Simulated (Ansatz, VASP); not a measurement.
# PtSe2: VASP beside Ansatz

```
Pt Se
1.0
     3.67598    0.00000    0.00000
    -1.83799    3.18349    0.00000
     0.00000    0.00000    5.07579
Pt Se
1 2
Direct
  0.00000 0.00000 0.00000
  0.33333 0.66667 0.32836
  0.66667 0.33333 0.67164
```

Alike in both runs: task single point; functional PBE; dispersion D3(BJ); k mesh 12 × 12 × 8; occupations gaussian, width 0.15 eV; no spin polarisation.

|  | VASP | Ansatz |
| --- | --- | --- |
| version | VASP 6.6.1 | Ansatz 0.2.0 |
| potentials or method | VASP PAW PBE potentials, release 64 (Pt, Se), cutoff 520 eV | scalar-relativistic, plane waves, PAW |
| valence electrons in the cell | 22 | 50 |

```csv
,VASP,Ansatz,Ansatz less VASP
gap on the k mesh at the Fermi level (eV),none,none,-
pressure (GPa),-7.7,-7.7,+0.02
"traceless stress, the component that is largest in VASP (GPa)",-4.66,-4.69,-0.027
rms of the force components (eV/Å),1.204,1.205,+0.0008
```

Atom by atom the forces differ by 0.001 eV/Å (rms over components). A gap of «none» marks a metal or a gap that the smearing closes. VASP's potentials hold 22 valence electrons a cell and Ansatz's 50, so a difference there can come from the potentials and not from the codes.

Spin-orbit coupling is off throughout.
